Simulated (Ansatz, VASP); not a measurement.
**Ti in VASP and in Ansatz**

```xyz
2
Lattice="2.8606 -0.0603 -0.0642 -1.4825 2.5764 0.1343 -0.1020 0.1874 4.4764" Properties=species:S:1:pos:R:3 pbc="T T T"
Ti   -0.0862    1.7338    1.1808
Ti    1.3623    0.9697    3.3656
```

Alike in both runs: task single point; functional PBE; k mesh 14 × 14 × 8; occupations gaussian, width 0.1 eV; no spin polarisation.

|  | VASP | Ansatz |
| --- | --- | --- |
| version | VASP 6.6.1 | Ansatz 0.2.0 |
| potentials or method | VASP PAW PBE potentials, release 64 (Ti_sv), cutoff 520 eV | scalar-relativistic, plane waves, PAW |
| valence electrons in the cell | 24 | 24 |

Ansatz gave:

| Property | Result |
| --- | --- |
| gap on the k mesh at the Fermi level (eV) | none |
| pressure (GPa) | 8.3 |
| traceless stress, the component that is largest in VASP (GPa) | 2.75 |
| rms of the force components (eV/Å) | 0.139 |

**Question.** Which values does VASP return?

**Answer.** gap on the k mesh at the Fermi level (eV): none; pressure (GPa): 7.9; traceless stress, the component that is largest in VASP (GPa): 2.72; rms of the force components (eV/Å): 0.139.

Atom by atom the forces differ by 0.001 eV/Å (rms over components). A gap of «none» marks a metal or a gap that the smearing closes.
